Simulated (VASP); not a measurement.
# LiF (P6_3mc) in VASP: further runs

Runs on LiF. Level: PBE. Tasks: single point.

Everything below comes from runs of VASP 6.6.1. Logs are shortened: lines on timing, memory, paths and dates and some standing lists are left out, and cuts for length are marked.

### Step 1. The cell of the first run

It takes space group P6_3mc (No. 186, hexagonal). Conventional cell: a = 3.047 Å, b = 3.047 Å, c = 5.160 Å, α = 90.00°, β = 90.00°, γ = 120.00°. Li (site symmetry 3m) has 4 F at 1.84 to 1.91 Å within 2.4 Å. Within 2.4 Å of F (site symmetry 3m) lie 4 Li at 1.84 to 1.91 Å.

### Step 2. Single point, PBE (c/a of the conventional cell at fixed volume 1.6936)

Input file INCAR:

```
SYSTEM = LiF
PREC = Accurate
ENCUT = 520
EDIFF = 1E-7
ISMEAR = 0
SIGMA = 0.05
LREAL = .FALSE.
LASPH = .TRUE.
NELM = 100
ALGO = Normal
ISIF = 2
LWAVE = .FALSE.
LCHARG = .TRUE.
GGA = PE
LELF = .TRUE.
LVHAR = .TRUE.
NBANDS = 18
```

Input file KPOINTS:

```
Automatic mesh
0
G
  9 9 6
  0 0 0
```

Input file POSCAR:

```
LiF
1.0
    3.0467389106      0.0000000000      0.0000000000
   -1.5233694553      2.6385532953      0.0000000000
    0.0000000000      0.0000000000      5.1599570191
Li F
2 2
Direct
    0.3333333333      0.6666666667      0.3504708074
    0.6666666667      0.3333333333      0.8504708074
    0.3333333333      0.6666666667      0.9939266766
    0.6666666667      0.3333333333      0.4939266766
```

Potentials or basis: VASP PAW PBE potentials, release 64 (Li_sv, F).

On the command line:

```
> cat potpaw_PBE.64/Li_sv/POTCAR potpaw_PBE.64/F/POTCAR > POTCAR
> mpirun -np 1 vasp_std > vasp.out
```

OUTCAR:

```text
SYSTEM = LiF
   PREC = Accurate
   ENCUT = 520
   EDIFF = 1E-7
   ISMEAR = 0
   LREAL = .FALSE.
   LASPH = .TRUE.
   NELM = 100
   ISIF = 2
   GGA = PE

 ion  position               nearest neighbor table
   1  0.333  0.667  0.350-   3 1.84   4 1.91   4 1.91   4 1.91
   2  0.667  0.333  0.850-   4 1.84   3 1.91   3 1.91   3 1.91
   3  0.333  0.667  0.994-   1 1.84   2 1.91   2 1.91   2 1.91
   4  0.667  0.333  0.494-   2 1.84   1 1.91   1 1.91   1 1.91

  LATTYP: Found a hexagonal cell.
 ALAT       =     3.0467389106
 C/A-ratio  =     1.6936000000

  Lattice vectors:

 A1 = (   3.0467389106,   0.0000000000,   0.0000000000)
 A2 = (  -1.5233694553,   2.6385532953,   0.0000000000)
 A3 = (   0.0000000000,   0.0000000000,   5.1599570191)

Analysis of symmetry for initial positions (statically):
=====================================================================
 Subroutine PRICEL returns:
 Original cell was already a primitive cell.

 Routine SETGRP: Setting up the symmetry group for a
 hexagonal supercell.

 Subroutine GETGRP returns: Found 12 space group operations
 (whereof  6 operations were pure point group operations)
 out of a pool of 24 trial point group operations.

The static configuration has the point symmetry C_3v.
 The point group associated with its full space group is C_6v.

Analysis of symmetry for dynamics (positions and initial velocities):
=====================================================================
 Subroutine PRICEL returns:
 Original cell was already a primitive cell.

 Routine SETGRP: Setting up the symmetry group for a
 hexagonal supercell.

 Subroutine GETGRP returns: Found 12 space group operations
 (whereof  6 operations were pure point group operations)
 out of a pool of 24 trial point group operations.

The dynamic configuration has the point symmetry C_3v.
 The point group associated with its full space group is C_6v.

 Subroutine INISYM returns: Found 12 space group operations
 (whereof  6 operations are pure point group operations),
 and found     1 'primitive' translations

----------------------------------------------------------------------------------------

                                     Primitive cell

  volume of cell :      41.4808

[... 91 lines left out ...]
   NELM   =    100;   NELMIN=  2; NELMDL= -5     # of ELM steps
   EDIFF  = 0.1E-06   stopping-criterion for ELM
   LREAL  =      F    real-space projection
   EDIFFG = 0.1E-05   stopping-criterion for IOM
   NSW    =      0    number of steps for IOM
   IBRION =     -1    ionic relax: 0-MD 1-quasi-New 2-CG
   NFREE  =      0    steps in history (QN), initial steepest desc. (CG)
   ISIF   =      2    stress and relaxation
   ISYM   =      2    0-nonsym 1-usesym 2-fastsym
   POTIM  = 0.5000    time-step for ionic-motion
   TEBEG  =    0.0;   TEEND  =   0.0 temperature during run
   PSTRESS=    0.0 pullay stress
   NELECT =      20.0000    total number of electrons
   NUPDOWN=      -1.0000    fix difference up-down
   EMIN   =  10.00;   EMAX   =-10.00  energy-range for DOS
   EFERMI =   0.00;   METHOD = LEGACY
   ISMEAR =     0;   SIGMA  =   0.05  broadening in eV -4-tet -1-fermi 0-gaus
   EFERMI_NEDOS =   21; number of points for ismear=-14 and -15
   IALGO  =     38    algorithm
   IMIX   =      4    mixing-type and parameters
     AMIX     =   0.40;   BMIX     =  1.00
     AMIX_MAG =   1.60;   BMIX_MAG =  1.00
  volume/ion in A,a.u.               =      10.37        69.98
  Fermi-wavevector in a.u.,A,eV,Ry     =   1.283716  2.425872 22.421420  1.647928
  Thomas-Fermi vector in A             =   2.415953
   LORBIT       =      0    0 simple, 1 ext, 2 COOP (PROOUT), +10 PAW based schemes
   GGA     = PE    functional components
   LHFCALC =     F    Hartree Fock is set to
   AEXX    =    0.0000 exact exchange contribution
   IVDW    =     0    specifies the selected vdW correction
   LEPSILON=     F    determine dielectric tensor
   LRPA    =     F    only Hartree local field effects (RPA)
 non-spin polarized calculation
 Gauss-broadening in eV      SIGMA  =   0.05
  energy-cutoff  :      520.00
  volume of cell :       41.48
 maximum number of plane-waves:      1131
 NGX is ok and might be reduce to    24
   NGX = 11   NGY = 11   NGZ = 19

 number of electron      19.9999973 magnetization

 Free energy of the ion-electron system (eV)
  ---------------------------------------------------
  ext. energy  EPLUGINS =         0.00000000
  ---------------------------------------------------
  free energy    TOTEN  =       -19.25609516 eV

  energy without entropy =      -19.25609516  energy(sigma->0) =      -19.25609516

 E-fermi :  -2.4075     XC(G=0):  -8.6452

 val. band max:       -2.6617173870   @ k =   0.0000   0.0000   0.0000
 cond. band min:       4.9062399181   @ k =   0.0000   0.0000   0.0000
 fundamental gap:      7.5679573052
 Fermi energy:        -2.4074538046

 k-point     1 :       0.0000    0.0000    0.0000
  band No.  band energies     occupation
      1     -43.2356      2.00000
      2     -43.2067      2.00000
      3     -22.0146      2.00000
      4     -21.8956      2.00000
      5      -4.6061      2.00000
      6      -2.9171      2.00000
[... 481 lines left out ...]
      5      -4.3947      2.00000
      6      -3.8539      2.00000
[... 10 lines left out ...]
     17      15.6697      0.00000
     18      17.6643      0.00000

 [... further k-points ...]

------------------------ aborting loop because EDIFF is reached ----------------------------------------

  FORCE on cell =-STRESS in cart. coord.  units (eV):
  Direction    XX          YY          ZZ          XY          YZ          ZX
  --------------------------------------------------------------------------------------
  -------------------------------------------------------------------------------------
  Total        0.0883595      0.0883595     -0.2764979      0.0000000      0.0000000     -0.0000000
  in kB        3.4128469      3.4128469    -10.6796072      0.0000000      0.0000000     -0.0000000
  external PRESSURE =      -1.2846378 kB  Pullay stress =       0.0000000 kB

 VOLUME and BASIS-vectors are now :
 -----------------------------------------------------------------------------
  energy-cutoff  :      520.00
  volume of cell :       41.48
      direct lattice vectors                 reciprocal lattice vectors
     3.046738911  0.000000000  0.000000000     0.328219788  0.189497783  0.000000000
    -1.523369455  2.638553295  0.000000000     0.000000000  0.378995566  0.000000000
     0.000000000  0.000000000  5.159957019     0.000000000  0.000000000  0.193800064

 POSITION                                       TOTAL-FORCE (eV/Angst)
 -----------------------------------------------------------------------------------
     -0.00000      1.75904      1.80841         0.000000     -0.000000      0.271569
      1.52337      0.87952      4.38839         0.000000      0.000000      0.271569
     -0.00000      1.75904      5.12862        -0.000000     -0.000000     -0.271569
      1.52337      0.87952      2.54864         0.000000     -0.000000     -0.271569
 -----------------------------------------------------------------------------------
    total drift:                                0.000001      0.000001     -0.000026

  FREE ENERGIE OF THE ION-ELECTRON SYSTEM (eV)
  ---------------------------------------------------
  free  energy   TOTEN  =       -19.2560951596 eV

  energy  without entropy=      -19.2560951596  energy(sigma->0) =      -19.25609516
```

OSZICAR:

```text
N       E                     dE             d eps       ncg     rms          rms(c)
DAV:   1     0.122147125359E+03    0.12215E+03   -0.10888E+04  1728   0.120E+03
DAV:   2    -0.999763467936E+01   -0.13214E+03   -0.12926E+03  1936   0.299E+02
DAV:   3    -0.205914659017E+02   -0.10594E+02   -0.10539E+02  3278   0.631E+01
DAV:   4    -0.206832247794E+02   -0.91759E-01   -0.91568E-01  2242   0.732E+00
DAV:   5    -0.206844273194E+02   -0.12025E-02   -0.12021E-02  2234   0.671E-01    0.737E+00
DAV:   6    -0.191875835068E+02    0.14968E+01   -0.41850E+00  1818   0.153E+01    0.231E+00
DAV:   7    -0.192158129241E+02   -0.28229E-01   -0.13639E-01  1974   0.247E+00    0.151E+00
DAV:   8    -0.192562026776E+02   -0.40390E-01   -0.65285E-02  1986   0.245E+00    0.390E-01
DAV:   9    -0.192549403128E+02    0.12624E-02   -0.77076E-03  2486   0.728E-01    0.101E-01
DAV:  10    -0.192560986491E+02   -0.11583E-02   -0.15941E-03  1878   0.268E-01    0.480E-02
DAV:  11    -0.192560904509E+02    0.81982E-05   -0.53743E-05  2450   0.670E-02    0.943E-03
DAV:  12    -0.192560943924E+02   -0.39415E-05   -0.83743E-06  1896   0.218E-02    0.184E-03
DAV:  13    -0.192560948270E+02   -0.43466E-06   -0.19627E-07  2412   0.322E-03    0.574E-04
DAV:  14    -0.192560951757E+02   -0.34866E-06   -0.24369E-08  1564   0.164E-03    0.318E-04
DAV:  15    -0.192560951596E+02    0.16044E-07   -0.11182E-08  1086   0.791E-04
   1 F= -.19256095E+02 E0= -.19256095E+02  d E =-.746102E-15
```

Wall time 24 s (1 thread of Intel Xeon 6975P-C, shared host); peak memory 0.17 GiB.

What came out:

```
Free energy            : -19.2561 eV
Largest force          : 0.272 eV/Å
Band gap on the k mesh : 7.57 eV, direct
```

Forces on the atoms (eV/Å):
```
Li   0.000  0.000  0.272
Li   0.000  0.000  0.272
F    0.000  0.000 -0.272
F    0.000  0.000 -0.272
```

Levels at points of the mesh, in eV from the valence-band top:
```tsv
k point	band 8	band 9	band 10	band 11	band 12	band 13
(0.00, 0.00, 0.00)	-0.22	0.00	0.00	7.57	11.44	14.30
(0.00, 0.00, 0.50)	-0.11	-0.11	-0.11	9.06	9.06	16.75
```

Caveat: the cutoff is under 1.25 times the usual one of these potentials, so pressure, stress and relaxed cells hold a basis-set (Pulay) error.

### Step 3. Single point, PBE (c/a of the conventional cell at fixed volume 1.4427)

Input file INCAR:

```
SYSTEM = LiF
PREC = Accurate
ENCUT = 520
EDIFF = 1E-6
ISMEAR = 0
SIGMA = 0.05
LREAL = .False.
LASPH = .True.
NELM = 80
ALGO = Normal
ISIF = 2
LWAVE = .False.
LCHARG = .False.
GGA = PE
NBANDS = 18
```

Input file KPOINTS:

```
regular mesh
0
Gamma
  9 9 6
  0 0 0
```

Input file POSCAR:

```
LiF
1.0
    3.2140071864      0.0000000000      0.0000000000
   -1.6070035932      2.7834118714      0.0000000000
    0.0000000000      0.0000000000      4.6368481678
Li F
2 2
Direct
    0.3333333333      0.6666666667      0.3708711514
    0.6666666667      0.3333333333      0.8708711514
    0.3333333333      0.6666666667      0.9939266766
    0.6666666667      0.3333333333      0.4939266766
```

Potentials or basis: VASP PAW PBE potentials, release 64 (Li_sv, F).

On the command line:

```
> cat potpaw_PBE.64/Li_sv/POTCAR potpaw_PBE.64/F/POTCAR > POTCAR
> mpirun -np 1 vasp_std > vasp.out
```

Wall time 19 s (1 thread of Intel Xeon 6975P-C, shared host); peak memory 0.16 GiB.

It converged, with:

| Property | Result |
| --- | --- |
| Free energy | -19.2017 eV |
| Largest force | 0.628 eV/Å |
| Band gap on the k mesh | 7.55 eV, direct |

Forces on the atoms (eV/Å):
```
Li   0.000  0.000  0.628
Li   0.000  0.000  0.628
F    0.000  0.000 -0.628
F    0.000  0.000 -0.628
```

Levels at points of the mesh, in eV from the valence-band top:
```csv
k point,band 7,band 8,band 9,band 10,band 11,band 12,band 13,band 14
"(0.00, 0.00, 0.00)",-0.55,-0.14,-0.14,0.00,7.55,12.23,15.32,17.64
"(0.00, 0.00, 0.50)",-0.35,-0.35,-0.35,-0.35,9.29,9.29,17.87,17.87
```

Caveat: the cutoff is under 1.25 times the usual one of these potentials, so pressure, stress and relaxed cells hold a basis-set (Pulay) error. A k mesh can miss the band edges.
